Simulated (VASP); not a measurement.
A run of VASP 6.6.1:

File INCAR:

```
SYSTEM = Zn2Si3N
PREC = Accurate
ENCUT = 600
EDIFF = 1E-6
ISMEAR = 0
SIGMA = 0.1
LREAL = .FALSE.
LASPH = .TRUE.
NELM = 100
ALGO = Normal
ISIF = 3
LWAVE = .FALSE.
LCHARG = .FALSE.
GGA = PE
IBRION = 2
NSW = 100
EDIFFG = -0.01
```

The input KPOINTS:

```
regular mesh
0
G
  12 12 4
  0 0 0
```

File POSCAR:

```
Zn2Si3N
1.0
    2.9547156673      0.0000000000      0.0000000000
   -1.4773578337      2.5588588288      0.0000000000
    0.0000000000      0.0000000000     10.4882696190
Zn Si N
2 3 1
Direct
    0.3333333333      0.6666666667      0.6896206271
    0.6666666667      0.3333333333      0.3103793729
    0.3333333333      0.6666666667      0.1233170167
    0.6666666667      0.3333333333      0.8766829833
    0.0000000000      0.0000000000      0.5000000000
    0.0000000000      0.0000000000      0.0000000000
```

Potentials or basis: VASP PAW PBE potentials, release 64 (Zn, Si, N).

Command:

```console
$ cat potpaw_PBE.64/Zn/POTCAR potpaw_PBE.64/Si/POTCAR potpaw_PBE.64/N/POTCAR > POTCAR
$ mpirun -np 1 vasp_std > vasp.out
```

Hardware: 1 thread of Intel(R) Xeon(R) 6975P-C (Granite Rapids), with other jobs on the host.

Question: How long does it take, and how much memory?

Answer: Run time: 17 min on 1 thread of Intel(R) Xeon(R) 6975P-C (Granite Rapids), on a shared host, peak memory 0.31 GiB. Counts: scf iterations 207, k points 69, ion steps 31.
